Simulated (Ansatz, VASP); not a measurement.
One calculation of Ta, two programs

File INCAR:

```
SYSTEM = Ta
  ALGO = Normal
  EDIFF = 1E-6
  ENCUT = 500
  GGA = PE
  GGA_COMPAT = .FALSE.
  ISIF = 2
  ISMEAR = 0
  LASPH = .TRUE.
  LCHARG = .FALSE.
  LREAL = .FALSE.
  LWAVE = .FALSE.
  NBANDS = 12
  NELM = 120
  PREC = Accurate
  SIGMA = 0.1
```

File KPOINTS:

```
k-points
0
G
  8 8 8
  0 0 0
```

The input POSCAR:

```
Ta
1.0
   -1.6923302197      1.6923302197      1.6923302197
    1.6923302197     -1.6923302197      1.6923302197
    1.6923302197      1.6923302197     -1.6923302197
Ta
1
Direct
    0.0000000000      0.0000000000      0.0000000000
```

Input for Ansatz:

```yaml
crystal:
  lattice:
    - [-1.692330202, 1.692330202, 1.692330202]
    - [1.692330202, -1.692330202, 1.692330202]
    - [1.692330202, 1.692330202, -1.692330202]
  atoms:
    - { symbol: Ta, position: [0.0, 0.0, 0.0] }
basis:
  ecutwfc: 420
kpoints:
  mp_grid: { grid: [8, 8, 8] }
hamiltonian:
  xc: pbe
scf:
  occupations: { method: gaussian, width: 0.1 }
output:
  forces: true
  stress: true
  eigenvalues: true
```

Alike in both runs: task single point; functional PBE; k mesh 8 × 8 × 8; occupations gaussian, width 0.1 eV; no spin polarisation.

|  | VASP | Ansatz |
| --- | --- | --- |
| version | VASP 6.6.1 | Ansatz 0.2.0 |
| potentials or method | VASP PAW PBE potentials, release 64 (Ta_pv), cutoff 500 eV | scalar-relativistic, plane waves, PAW |
| valence electrons in the cell | 11 | 13 |

|  | VASP | Ansatz | Ansatz less VASP |
| --- | --- | --- | --- |
| gap on the k mesh at the Fermi level (eV) | none | none | - |
| pressure (GPa) | -11.9 | -11.9 | -0.02 |

A gap of «none» marks a metal or a gap that the smearing closes. VASP's potentials hold 11 valence electrons a cell and Ansatz's 13, so a difference there can come from the potentials and not from the codes.

Neither program's run includes spin-orbit coupling.
